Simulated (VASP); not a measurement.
A run of VASP 6.6.1 is set up as follows.

The input INCAR:

```
SYSTEM = SiF2
PREC = Accurate
ENCUT = 520
EDIFF = 1E-6
ISMEAR = 0
SIGMA = 0.02
LREAL = .FALSE.
LASPH = .TRUE.
NELM = 80
ALGO = Normal
ISIF = 2
LWAVE = .FALSE.
LCHARG = .FALSE.
GGA = PE
NBANDS = 27
```

KPOINTS

```
Automatic mesh
0
G
  6 6 6
  0 0 0
```

Contents of POSCAR:

```
SiF2
1.0
    4.6928213449      0.0000000000      0.0000000000
    0.0000000000      4.6928213449      0.0000000000
    0.0000000000      0.0000000000      5.2960455932
Si F
2 4
Direct
    0.0000000000      0.5000000000      0.0251009355
    0.5000000000      0.0000000000      0.9748990645
    0.0000000000      0.0000000000      0.0000000000
    0.5000000000      0.5000000000      0.0000000000
    0.0000000000      0.5000000000      0.7207663528
    0.5000000000      0.0000000000      0.2792336472
```

Potentials or basis: VASP PAW PBE potentials, release 64 (Si, F).

The run is started by

```bash
$ cat potpaw_PBE.64/Si/POTCAR potpaw_PBE.64/F/POTCAR > POTCAR
$ mpirun -np 1 vasp_std > vasp.out
```

Task: Predict the pressure.

Result: 0.1 GPa.

Task: What does it give for the largest force?

Result: 0.229 eV/Å.

Task: What does it give for the band gap on the k mesh?

Result: 2.28 eV, direct.

Stress tensor (GPa, compression positive):
```
-0.24  0.00  0.00
 0.00 -0.24  0.00
 0.00  0.00  0.77
```

A k mesh can miss the band edges. PBE gaps usually lie below the measured ones, often by a third to a half.
